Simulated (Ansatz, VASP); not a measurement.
# Al2InN3: VASP beside Ansatz

```
Al In N
1.0
    -0.00383    5.62088   -0.00520
     4.87209    2.81193   -5.22149
    -4.87368    2.81859   -5.21938
Al In N
8 4 12
Direct
  0.15265 0.17519 0.83343
  0.66487 0.67425 0.33245
  0.15590 0.82856 0.18011
  0.57742 0.08494 0.42423
  0.07619 0.58479 0.92126
  0.57432 0.42966 0.09672
  0.09212 0.91286 0.57856
  0.17164 0.50667 0.50216
  0.65967 0.33592 0.67293
  0.67305 0.00018 0.00801
  0.57213 0.75889 0.75487
  0.07711 0.25836 0.25213
  0.82968 0.50778 0.13775
  0.32373 0.00532 0.63660
  0.85115 0.11583 0.48594
  0.32691 0.63492 0.00285
  0.77245 0.88944 0.25675
  0.23356 0.40329 0.73772
  0.77480 0.24966 0.91694
  0.28203 0.72785 0.39527
  0.90188 0.80172 0.79872
  0.38258 0.31718 0.32171
  0.80132 0.56423 0.53158
  0.25583 0.04458 0.04692
```

Alike in both runs: task single point; functional r2SCAN; k mesh 5 × 3 × 3; occupations gaussian, width 0.02 eV; no spin polarisation.

|  | VASP | Ansatz |
| --- | --- | --- |
| version | VASP 6.6.1 | Ansatz 0.2.0 |
| potentials or method | VASP PAW PBE potentials, release 64 (Al, In_d, N), cutoff 520 eV | scalar-relativistic, plane waves, PAW |
| valence electrons in the cell | 136 | 136 |

|  | VASP | Ansatz | Ansatz less VASP |
| --- | --- | --- | --- |
| gap on the k mesh at the Fermi level (eV) | 2.66 | 2.63 | -0.034 |
| least direct gap on the mesh (eV) | 2.66 | 2.63 | -0.034 |
| pressure (GPa) | 0.0 | 0.0 | +0.02 |
| rms of the force components (eV/Å) | 0.019 | 0.001 | -0.0174 |

VASP's potentials were made for PBE, not for r2SCAN.
